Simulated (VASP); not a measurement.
Set up this calculation in VASP 6.6.1, as the native input.

| Property | Result |
| --- | --- |
| Task | single point |
| Functional | r2SCAN |
| Potentials or basis | VASP PAW PBE potentials, release 64 (Cs_sv, Ag, Bi_d, Br) |
| Cutoff | 520 eV |
| k mesh | 4 × 4 × 4 |
| Occupations | gaussian, width 0.01 eV |
| Spin | no spin polarisation |
| Dipole correction | no |
| Further INCAR settings | ALGO = Normal; EDIFF = 1e-07; NBANDS = 54 |

The system is Cs2AgBiBr6.

```
Cs Ag Bi Br
1.0
     0.00000    5.67280    5.67280
     5.67280    0.00000    5.67280
     5.67280    5.67280    0.00000
Cs Ag Bi Br
2 1 1 6
Direct
  0.25000 0.25000 0.25000
  0.75000 0.75000 0.75000
  0.50000 0.50000 0.50000
  0.00000 0.00000 0.00000
  0.25182 0.74818 0.25182
  0.25182 0.74818 0.74818
  0.74818 0.25182 0.74818
  0.74818 0.25182 0.25182
  0.25182 0.25182 0.74818
  0.74818 0.74818 0.25182
```

The input as run:

POSCAR

```
Cs2AgBiBr6
1.0
    0.0000000000      5.6728027236      5.6728027236
    5.6728027236      0.0000000000      5.6728027236
    5.6728027236      5.6728027236      0.0000000000
Cs Ag Bi Br
2 1 1 6
Direct
    0.2500000000      0.2500000000      0.2500000000
    0.7500000000      0.7500000000      0.7500000000
    0.5000000000      0.5000000000      0.5000000000
    0.0000000000      0.0000000000      0.0000000000
    0.2518243529      0.7481756471      0.2518243529
    0.2518243529      0.7481756471      0.7481756471
    0.7481756471      0.2518243529      0.7481756471
    0.7481756471      0.2518243529      0.2518243529
    0.2518243529      0.2518243529      0.7481756471
    0.7481756471      0.7481756471      0.2518243529
```

INCAR.step1

```
SYSTEM = Cs2AgBiBr6
PREC = Accurate ; ENCUT = 520
ISMEAR = 0 ; SIGMA = 0.01
LREAL = .False. ; LASPH = .True.
NELM = 100 ; NBANDS = 54
GGA = PE ; ALGO = Normal
EDIFF = 1E-4 ; LWAVE = .True.
LCHARG = .False.
```

INCAR.step2

```
SYSTEM = Cs2AgBiBr6
PREC = Accurate ; ENCUT = 520
EDIFF = 1E-7 ; ISMEAR = 0
SIGMA = 0.01 ; LREAL = .False.
LASPH = .True. ; NELM = 100
ALGO = Normal ; ISIF = 2
LWAVE = .False. ; LCHARG = .False.
METAGGA = R2SCAN ; LMIXTAU = .True.
NBANDS = 54 ; ISTART = 1
```

KPOINTS

```
regular mesh
0
Gamma
  4 4 4
  0 0 0
```

Potentials or basis: VASP PAW PBE potentials, release 64 (Cs_sv, Ag, Bi_d, Br).

Run with:

```bash
$ cat potpaw_PBE.64/Cs_sv/POTCAR potpaw_PBE.64/Ag/POTCAR potpaw_PBE.64/Bi_d/POTCAR potpaw_PBE.64/Br/POTCAR > POTCAR
$ cp INCAR.step1 INCAR
$ mpirun -np 1 vasp_std > vasp.out
$ cp INCAR.step2 INCAR
$ mpirun -np 1 vasp_std > vasp.out
```

It gave:

* Pressure: 0.0 GPa
* Largest force: 0.008 eV/Å
* Band gap on the k mesh: 1.66 eV (least direct gap 2.79 eV)

Caveat: the PAW data sets were made with another functional, which shifts forces and pressure a little; spin-orbit coupling is left out, which moves the levels of the heavy elements.

It took 7.8 min on 1 thread of AMD EPYC 9R45 96-Core Processor (Zen 5), on a shared host, peak memory 0.63 GiB.
